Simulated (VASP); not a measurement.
# SnO (P1) in VASP: a series of runs

SnO is run at these levels: PBEsol; tasks: single point.

Program: VASP 6.6.1. These are calculated values, not measurements. Logs are shortened: lines on timing, memory, paths and dates and some standing lists are left out, and cuts for length are marked.

## Step 1: The cell of the first run

The typed cell holds 4 atoms: a = 3.316 Å, b = 5.705 Å, c = 3.894 Å, α = 90.00°, β = 90.00°, γ = 90.00°.

## Step 2: Single point, PBEsol (all O atoms moved +0.188 Å, as atom 3 along Cartesian [1 -1 0])

Contents of INCAR:

```
PREC = Accurate ; ENCUT = 520
EDIFF = 1E-6 ; ISMEAR = 0
SIGMA = 0.05 ; LREAL = False
LASPH = True ; NELM = 100
ALGO = Normal ; ISIF = 2
LWAVE = False ; LCHARG = False
GGA = PS ; NBANDS = 28
```

Contents of KPOINTS:

```
regular mesh
0
Gamma
  8 6 8
```

Contents of POSCAR:

```
SnO
1.0
    3.3156061815      0.0000000000      0.0000000000
    0.0000000000      5.7049851891      0.0000000000
    0.0000000000      0.0000000000      3.8941648049
Sn O
2 2
Direct
    0.0000000000      0.2337892808      0.5261742991
    0.5000000000      0.7662107192      0.0261742991
    0.0399874153      0.8621166421      0.7238267009
    0.5399874153      0.0914038257      0.2238267009
```

Potentials or basis: VASP PAW PBE potentials, release 64 (Sn_d, O).

Command:

```console
$ cat potpaw_PBE.64/Sn_d/POTCAR potpaw_PBE.64/O/POTCAR > POTCAR
$ mpirun -np 1 vasp_std > vasp.out
```

OUTCAR:

```text
PREC = Accurate
   ENCUT = 520
   EDIFF = 1E-6
   ISMEAR = 0
   LREAL = False
   LASPH = True
   NELM = 100
   ISIF = 2
   GGA = PS

 ion  position               nearest neighbor table
   1  0.000  0.234  0.526-   4 2.09   3 2.26   4 2.29   2 3.70   2 3.70   2 3.70   2 3.70
   2  0.500  0.766  0.026-   3 2.00   4 2.01   3 2.21   1 3.70   1 3.70   1 3.70   1 3.70
   3  0.040  0.862  0.724-   2 2.00   2 2.21   1 2.26
   4  0.540  0.091  0.224-   2 2.01   1 2.09   1 2.29

  LATTYP: Found a simple orthorhombic cell.
 ALAT       =     3.3156061815
 B/A-ratio  =     1.1744955799
 C/A-ratio  =     1.7206462037

  Lattice vectors:

 A1 = (  -3.3156061815,   0.0000000000,   0.0000000000)
 A2 = (   0.0000000000,   0.0000000000,   3.8941648049)
 A3 = (   0.0000000000,   5.7049851891,   0.0000000000)

Analysis of symmetry for initial positions (statically):
=====================================================================
 Subroutine PRICEL returns:
 Original cell was already a primitive cell.

 Routine SETGRP: Setting up the symmetry group for a
 simple orthorhombic supercell.

 Subroutine GETGRP returns: Found  1 space group operations
 (whereof  1 operations were pure point group operations)
 out of a pool of  8 trial point group operations.

The static configuration has the point symmetry C_1 .

Analysis of symmetry for dynamics (positions and initial velocities):
=====================================================================
 Subroutine PRICEL returns:
 Original cell was already a primitive cell.

 Routine SETGRP: Setting up the symmetry group for a
 simple orthorhombic supercell.

 Subroutine GETGRP returns: Found  1 space group operations
 (whereof  1 operations were pure point group operations)
 out of a pool of  8 trial point group operations.

The dynamic configuration has the point symmetry C_1 .

 Subroutine INISYM returns: Found  1 space group operations
 (whereof  1 operations are pure point group operations),
 and found     1 'primitive' translations

----------------------------------------------------------------------------------------

                                     Primitive cell

  volume of cell :      73.6600

  direct lattice vectors                    reciprocal lattice vectors
     3.315606182  0.000000000  0.000000000     0.301603974  0.000000000  0.000000000
     0.000000000  5.704985189  0.000000000     0.000000000  0.175285293  0.000000000
     0.000000000  0.000000000  3.894164805     0.000000000  0.000000000  0.256794473

  length of vectors
     3.315606182  5.704985189  3.894164805     0.301603974  0.175285293  0.256794473

  position of ions in fractional coordinates (direct lattice)
     0.000000000  0.233789281  0.526174299
     0.500000000  0.766210719  0.026174299
     0.039987415  0.862116642  0.723826701
     0.539987415  0.091403826  0.223826701

  ion indices of the primitive-cell ions
   primitive index   ion index
                 1           1
                 2           2
                 3           3
                 4           4

----------------------------------------------------------------------------------------

 KPOINTS: regular mesh

Automatic generation of k-mesh.
 Grid dimensions read from file:
 generate k-points for:    8    6    8

 Generating k-lattice:

  Cartesian coordinates                     Fractional coordinates (reciprocal lattice)
     0.037700497  0.000000000  0.000000000     0.125000000  0.000000000  0.000000000
     0.000000000  0.029214215  0.000000000     0.000000000  0.166666667  0.000000000
     0.000000000  0.000000000  0.032099309     0.000000000  0.000000000  0.125000000

  Length of vectors
     0.037700497  0.029214215  0.032099309

  Shift w.r.t. Gamma in fractional coordinates (k-lattice)
     0.000000000  0.000000000  0.000000000

 Subroutine IBZKPT returns following result:
 ===========================================

 Found    196 irreducible k-points:

 Following reciprocal coordinates:
            Coordinates               Weight
  0.000000  0.000000  0.000000      1.000000
  0.125000  0.000000  0.000000      2.000000
  0.250000  0.000000  0.000000      2.000000
  0.375000  0.000000  0.000000      2.000000
  0.500000  0.000000  0.000000      1.000000
  0.000000  0.166667  0.000000      2.000000
[... 16 lines left out ...]
  0.125000  0.500000  0.000000      2.000000
  0.250000  0.500000  0.000000      2.000000
 [... further k-points ...]
   k-points           NKPTS =    196   k-points in BZ     NKDIM =    196   number of bands    NBANDS=     28
   number of dos      NEDOS =    301   number of ions     NIONS =      4
   total plane-waves  NPLWV =  35280
   dimension x,y,z NGX =    28 NGY =   42 NGZ =   30
   dimension x,y,z NGXF=    56 NGYF=   84 NGZF=   60
   ions per type =               2   2
   NGX,Y,Z   is equivalent  to a cutoff of  14.04, 12.24, 12.81 a.u.
   NGXF,Y,Z  is equivalent  to a cutoff of  28.08, 24.48, 25.61 a.u.
 SYSTEM =  unknown system
   PREC   = accura    normal or accurate (medium, high low for compatibility)
   ISTART =      0    job   : 0-new  1-cont  2-samecut
   ICHARG =      2    charge: 1-file 2-atom 10-const
   ISPIN  =      1    spin polarized calculation?
   LNONCOLLINEAR =      F non collinear calculations
   LSORBIT =      F    spin-orbit coupling
   LASPH  =      T    aspherical Exc in radial PAW
   ENCUT  =  520.0 eV  38.22 Ry    6.18 a.u.   6.16 10.61  7.24*2*pi/ulx,y,z
   NELM   =    100;   NELMIN=  2; NELMDL= -5     # of ELM steps
   EDIFF  = 0.1E-05   stopping-criterion for ELM
   LREAL  =      F    real-space projection
   EDIFFG = 0.1E-04   stopping-criterion for IOM
   NSW    =      0    number of steps for IOM
   IBRION =     -1    ionic relax: 0-MD 1-quasi-New 2-CG
   NFREE  =      0    steps in history (QN), initial steepest desc. (CG)
   ISIF   =      2    stress and relaxation
   ISYM   =      2    0-nonsym 1-usesym 2-fastsym
   POTIM  = 0.5000    time-step for ionic-motion
   TEBEG  =    0.0;   TEEND  =   0.0 temperature during run
   PSTRESS=    0.0 pullay stress
   NELECT =      40.0000    total number of electrons
   NUPDOWN=      -1.0000    fix difference up-down
   EMIN   =  10.00;   EMAX   =-10.00  energy-range for DOS
   EFERMI =   0.00;   METHOD = LEGACY
   ISMEAR =     0;   SIGMA  =   0.05  broadening in eV -4-tet -1-fermi 0-gaus
   EFERMI_NEDOS =   21; number of points for ismear=-14 and -15
   IALGO  =     38    algorithm
   IMIX   =      4    mixing-type and parameters
     AMIX     =   0.40;   BMIX     =  1.00
     AMIX_MAG =   1.60;   BMIX_MAG =  1.00
  volume/ion in A,a.u.               =      18.42       124.27
  Fermi-wavevector in a.u.,A,eV,Ry     =   1.335624  2.523963 24.271319  1.783892
  Thomas-Fermi vector in A             =   2.464314
   LORBIT       =      0    0 simple, 1 ext, 2 COOP (PROOUT), +10 PAW based schemes
   GGA     = PS    functional components
   LHFCALC =     F    Hartree Fock is set to
   AEXX    =    0.0000 exact exchange contribution
   IVDW    =     0    specifies the selected vdW correction
   LEPSILON=     F    determine dielectric tensor
   LRPA    =     F    only Hartree local field effects (RPA)
 non-spin polarized calculation
 Gauss-broadening in eV      SIGMA  =   0.05
  energy-cutoff  :      520.00
  volume of cell :       73.66
 maximum number of plane-waves:      2004
 NGX is ok and might be reduce to    28
   NGX = 13   NGY = 21   NGZ = 15

 number of electron      40.0000012 magnetization

 Free energy of the ion-electron system (eV)
  ---------------------------------------------------
  ext. energy  EPLUGINS =         0.00000000
  ---------------------------------------------------
  free energy    TOTEN  =       -23.56638527 eV

  energy without entropy =      -23.56638527  energy(sigma->0) =      -23.56638527

 E-fermi :   5.9200     XC(G=0): -10.2398

 val. band max:        5.6658397380   @ k =   0.0000   0.0000   0.0000
 cond. band min:       6.8140191697   @ k =   0.3750   0.5000   0.0000
 fundamental gap:      1.1481794316
 Fermi energy:         5.9199782084

 k-point     1 :       0.0000    0.0000    0.0000
  band No.  band energies     occupation
      1     -15.6752      2.00000
      2     -15.3808      2.00000
      3     -15.3287      2.00000
      4     -15.2405      2.00000
      5     -15.2136      2.00000
      6     -15.1535      2.00000
[... 20 lines left out ...]
     27      14.9564      0.00000
     28      15.2050      0.00000

 k-point     2 :       0.1250    0.0000    0.0000
  band No.  band energies     occupation
      1     -15.6705      2.00000
      2     -15.3698      2.00000
      3     -15.3489      2.00000
      4     -15.2514      2.00000
      5     -15.2160      2.00000
      6     -15.1461      2.00000
[... 20 lines left out ...]
     27      14.7811      0.00000
     28      15.5578      0.00000

 k-point     3 :       0.2500    0.0000    0.0000
  band No.  band energies     occupation
      1     -15.6766      2.00000
      2     -15.4076      2.00000
      3     -15.3382      2.00000
      4     -15.2776      2.00000
      5     -15.2082      2.00000
      6     -15.1491      2.00000
[... 20 lines left out ...]
     27      14.4611      0.00000
     28      15.7657      0.00000

 k-point     4 :       0.3750    0.0000    0.0000
  band No.  band energies     occupation
      1     -15.7046      2.00000
      2     -15.4643      2.00000
      3     -15.3241      2.00000
      4     -15.2882      2.00000
      5     -15.2033      2.00000
      6     -15.1530      2.00000
[... 578 lines left out ...]
     27      15.6834      0.00000
     28      16.1799      0.00000

 k-point    23 :       0.1250    0.5000    0.0000
  band No.  band energies     occupation
      1     -15.6642      2.00000
      2     -15.3686      2.00000
      3     -15.3471      2.00000
      4     -15.2515      2.00000
      5     -15.2139      2.00000
      6     -15.1510      2.00000
[... 20 lines left out ...]
     27      14.7830      0.00000
     28      16.4218      0.00000

 k-point    24 :       0.2500    0.5000    0.0000
  band No.  band energies     occupation
      1     -15.6762      2.00000
      2     -15.4060      2.00000
      3     -15.3377      2.00000
      4     -15.2794      2.00000
      5     -15.2054      2.00000
      6     -15.1506      2.00000
[... 20 lines left out ...]
     27      15.0468      0.00000
     28      16.0826      0.00000

 [... further k-points ...]
[... 5 lines left out ...]
  --------------------------------------------------------------------------------------
  -------------------------------------------------------------------------------------
  Total        0.9363804      0.9384142      0.7581013     -0.0135764      0.5813148      1.7351008
  in kB       20.3671903     20.4114263     16.4894459     -0.2952989     12.6441657     37.7401404
  external PRESSURE =      19.0893542 kB  Pullay stress =       0.0000000 kB

 VOLUME and BASIS-vectors are now :
 -----------------------------------------------------------------------------
  energy-cutoff  :      520.00
  volume of cell :       73.66
      direct lattice vectors                 reciprocal lattice vectors
     3.315606182  0.000000000  0.000000000     0.301603974  0.000000000  0.000000000
     0.000000000  5.704985189  0.000000000     0.000000000  0.175285293  0.000000000
     0.000000000  0.000000000  3.894164805     0.000000000  0.000000000  0.256794473

 POSITION                                       TOTAL-FORCE (eV/Angst)
 -----------------------------------------------------------------------------------
      0.00000      1.33376      2.04901         0.539935     -0.702261      0.001402
      1.65780      4.37122      0.10193         1.021024     -1.803953      0.336233
      0.13258      4.91836      2.81870        -1.079009      1.102167     -0.720885
      1.79039      0.52146      0.87162        -0.481951      1.404048      0.383250
 -----------------------------------------------------------------------------------
    total drift:                               -0.000439      0.000280     -0.000786

  FREE ENERGIE OF THE ION-ELECTRON SYSTEM (eV)
  ---------------------------------------------------
  free  energy   TOTEN  =       -23.5663852657 eV

  energy  without entropy=      -23.5663852657  energy(sigma->0) =      -23.56638527
```

Wall time 6.2 min (1 thread of Intel Xeon Platinum 8488C (Sapphire Rapids), shared host); peak memory 0.42 GiB.

What came out:

```
Free energy            : -23.5664 eV
Pressure               : 1.9 GPa
Largest force          : 2.100 eV/Å
Band gap on the k mesh : 1.15 eV (least direct gap 1.67 eV)
```

Forces on the atoms (eV/Å):
```
Sn   0.540 -0.702  0.001
Sn   1.021 -1.804  0.336
O   -1.079  1.102 -0.721
O   -0.482  1.404  0.383
```

Caveat: the cell differs from its parent crystal (all O atoms moved +0.188 Å, as atom 3 along Cartesian [1 -1 0]); the PAW data sets were made with another functional, which shifts forces and pressure a little; spin-orbit coupling is left out, which moves the levels of the heavy elements.

## Step 3: Single point, PBEsol (all O atoms moved +0.438 Å, as atom 3 along Cartesian [1 -1 0])

Contents of INCAR:

```
SYSTEM = SnO
ALGO = Normal
EDIFF = 1E-6
ENCUT = 520
GGA = PS
ISIF = 2
ISMEAR = 0
LASPH = .True.
LCHARG = .False.
LREAL = .False.
LWAVE = .False.
NBANDS = 28
NELM = 60
PREC = Accurate
SIGMA = 0.05
```

Contents of KPOINTS:

```
k-points
0
Gamma
  8 6 8
  0 0 0
```

Changes to POSCAR since step 2:

```diff
@@ -10,3 +10,3 @@
     0.5000000000      0.7662107192      0.0261742991
-    0.0399874153      0.8621166421      0.7238267009
-    0.5399874153      0.0914038257      0.2238267009
+    0.0933039691      0.8311302873      0.7238267009
+    0.5933039691      0.0604174709      0.2238267009
```

Potentials or basis: VASP PAW PBE potentials, release 64 (Sn_d, O).

Command:

```console
$ cat potpaw_PBE.64/Sn_d/POTCAR potpaw_PBE.64/O/POTCAR > POTCAR
$ mpirun -np 1 vasp_std > vasp.out
```

Run time: 7.1 min. Hardware: 1 thread of Oxide Virtual Turin-like, shared host; peak memory 0.39 GiB.

Results (log left out):

```
Free energy            : -22.3131 eV
Pressure               : 9.5 GPa
Largest force          : 6.750 eV/Å
Band gap on the k mesh : 0.68 eV (least direct gap 0.96 eV)
```

Forces in eV/Å, atoms in the order of the input:
```
Sn   0.736 -0.598  0.106
Sn   3.427 -5.542  1.762
O   -3.913  2.222 -3.035
O   -0.250  3.918  1.167
```

Stress tensor (GPa, compression positive):
```
 9.82  0.56 11.93
 0.56  9.15  3.78
11.93  3.78  9.44
```

Levels at points of the mesh, in eV from the valence-band top:
```tsv
k point	band 16	band 17	band 18	band 19	band 20	band 21	band 22	band 23	band 24	band 25
(0.00, 0.00, 0.00)	-4.40	-4.16	-3.09	-2.56	-0.18	2.20	3.04	5.36	6.04	7.48
(0.50, 0.00, 0.00)	-4.23	-3.50	-3.19	-2.40	-0.97	1.43	2.74	4.50	5.87	6.48
(0.00, 0.50, 0.00)	-4.17	-4.13	-2.92	-2.33	-1.74	2.54	3.90	4.34	5.62	6.76
(0.50, 0.50, 0.00)	-4.21	-3.52	-3.09	-2.17	-0.81	1.08	2.20	4.99	5.72	7.16
(0.00, 0.00, 0.50)	-4.14	-3.75	-3.34	-2.51	-1.21	1.90	2.54	4.39	5.89	7.11
(0.50, 0.00, 0.50)	-4.36	-3.89	-3.64	-2.32	-0.63	1.01	1.51	4.29	5.21	6.03
(0.00, 0.50, 0.50)	-3.80	-3.34	-3.22	-2.78	-0.90	1.09	2.02	4.67	6.48	7.57
(0.50, 0.50, 0.50)	-4.70	-4.14	-3.89	-1.38	0.00	1.11	1.74	3.95	4.80	5.35
```

Caveat: the cell differs from its parent crystal (all O atoms moved +0.438 Å, as atom 3 along Cartesian [1 -1 0]); the cell stands under pressure; semilocal functionals underestimate gaps, and a narrow one can read as zero; the PAW data sets were made with another functional, which shifts forces and pressure a little; spin-orbit coupling is left out, which moves the levels of the heavy elements.

[end of part 1 of 2]
